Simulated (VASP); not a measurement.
PtS2: single point with PBE

PtS2:

```
Pt S
1.0
     3.54320    0.00000    0.00000
    -1.77160    3.06850    0.00000
     0.00000    0.00000    5.03880
Pt S
1 2
Direct
  0.00000 0.00000 0.00000
  0.33333 0.66667 0.25000
  0.66667 0.33333 0.75000
```

```json
{
  "Program": "VASP 6.6.1",
  "Task": "single point",
  "Functional": "PBE",
  "Potentials or basis": "VASP PAW PBE potentials, release 64 (Pt, S)",
  "Cutoff": "520 eV",
  "k mesh": "12 × 12 × 8",
  "Occupations": "gaussian, width 0.05 eV",
  "Spin": "no spin polarisation"
}
```

```yaml
Pressure: 1.9 GPa
Largest_force: 0.367 eV/Å
Band_gap_on_the_k_mesh: 0.56 eV, indirect (least direct gap 0.80 eV)
```

Forces in eV/Å, atoms in the order of the input:
```
Pt   0.000  0.000  0.000
S    0.000  0.000 -0.367
S    0.000  0.000  0.367
```

Stress tensor (GPa, compression positive):
```
2.80 0.00 0.00
0.00 2.80 0.00
0.00 0.00 0.18
```

Levels at points of the mesh, in eV from the valence-band top:
| k point | band 9 | band 10 | band 11 | band 12 | band 13 | band 14 |
| --- | --- | --- | --- | --- | --- | --- |
| (0.00, 0.00, 0.00) | -1.13 | -1.13 | 0.00 | 1.77 | 1.77 | 4.51 |
| (0.50, 0.00, 0.00) | -3.07 | -3.01 | -2.54 | 1.27 | 2.40 | 5.38 |
| (0.00, 0.00, 0.50) | -1.45 | -1.45 | -1.29 | 2.44 | 2.44 | 5.52 |
| (0.50, 0.00, 0.50) | -2.74 | -2.68 | -1.50 | 1.38 | 2.07 | 4.93 |

It took 73 s on 1 thread of Intel(R) Xeon(R) Platinum 8375C CPU @ 2.90GHz (Ice Lake), with other jobs on the host, peak memory 0.26 GiB.

Caveat: spin-orbit coupling is left out, which moves the levels of the heavy elements. Expect the measured gap to be larger: semilocal functionals such as PBE lack the derivative discontinuity.
